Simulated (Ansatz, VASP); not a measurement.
**One calculation of Ta3Si3Ag, two programs**

File INCAR:

```
PREC = Accurate
ENCUT = 600
EDIFF = 1E-6
ISMEAR = 0
SIGMA = 0.1
LREAL = F
LASPH = T
NELM = 80
ALGO = Normal
ISIF = 3
LWAVE = F
LCHARG = F
GGA = PE
IBRION = 2
NSW = 90
EDIFFG = -0.04
```

File KPOINTS:

```
regular mesh
0
Gamma
  4 4 4
```

Contents of POSCAR:

```
Ta3Si3Ag
1.0
    4.9662947100      0.0000000000      0.0000000000
    0.0000000000      4.9662947100      0.0000000000
    0.0000000000      0.0000000000      4.9662947100
Ta Si Ag
3 3 1
Direct
    0.0000000000      0.5000000000      0.5000000000
    0.5000000000      0.5000000000      0.0000000000
    0.5000000000      0.0000000000      0.5000000000
    0.0000000000      0.5000000000      0.0000000000
    0.5000000000      0.0000000000      0.0000000000
    0.0000000000      0.0000000000      0.5000000000
    0.5000000000      0.5000000000      0.5000000000
```

Input for Ansatz:

```yaml
crystal:
  lattice:
    - [4.96629471, 0.0, 0.0]
    - [0.0, 4.96629471, 0.0]
    - [0.0, 0.0, 4.96629471]
  atoms:
    - { symbol: Ta, position: [0.0, 0.5, 0.5] }
    - { symbol: Ta, position: [0.5, 0.5, 0.0] }
    - { symbol: Ta, position: [0.5, 0.0, 0.5] }
    - { symbol: Si, position: [0.0, 0.5, 0.0] }
    - { symbol: Si, position: [0.5, 0.0, 0.0] }
    - { symbol: Si, position: [0.0, 0.0, 0.5] }
    - { symbol: Ag, position: [0.5, 0.5, 0.5] }
basis:
  ecutwfc: 420
kpoints:
  mp_grid: { grid: [4, 4, 4] }
hamiltonian:
  xc: pbe
scf:
  occupations: { method: gaussian, width: 0.1 }
  lower_state_search: "off"
output:
  forces: true
  stress: true
  eigenvalues: true
relax:
  adjacent_minimum: "off"
  f_tol: 0.04
  max_steps: 70
  cell: { stress_tol: 0.4 }
```

Change from the starting cell: species swapped into the Ce3GaBr3 type (Pm-3m, No. 221).

Alike in both runs: task relaxation of cell and atoms; functional PBE; k mesh 4 × 4 × 4; occupations gaussian, width 0.1 eV; no spin polarisation.

|  | VASP | Ansatz |
| --- | --- | --- |
| version | VASP 6.6.1 | Ansatz 0.2.0 |
| potentials or method | VASP PAW PBE potentials, release 64 (Ta_pv, Si, Ag), cutoff 600 eV | scalar-relativistic, plane waves, PAW |
| valence electrons in the cell | 56 | 70 |

|  | VASP | Ansatz | Ansatz less VASP |
| --- | --- | --- | --- |
| gap on the k mesh at the Fermi level, each at its own relaxed structure (eV) | none | none | - |
| relaxed volume (Å³/atom) | 20.47 | 20.38 | -0.089 |
| relaxed length of the cell vector where the two differ most in proportion (Å) | 5.233 | 5.225 | -0.0076 |

A gap of «none» marks a metal or a gap that the smearing closes. VASP's potentials hold 56 valence electrons a cell and Ansatz's 70, so a difference there can come from the potentials and not from the codes.

Spin-orbit coupling is off throughout. Noted on VASP's run: the volume moved by over 15 % at a fixed basis, so the end points are rough.
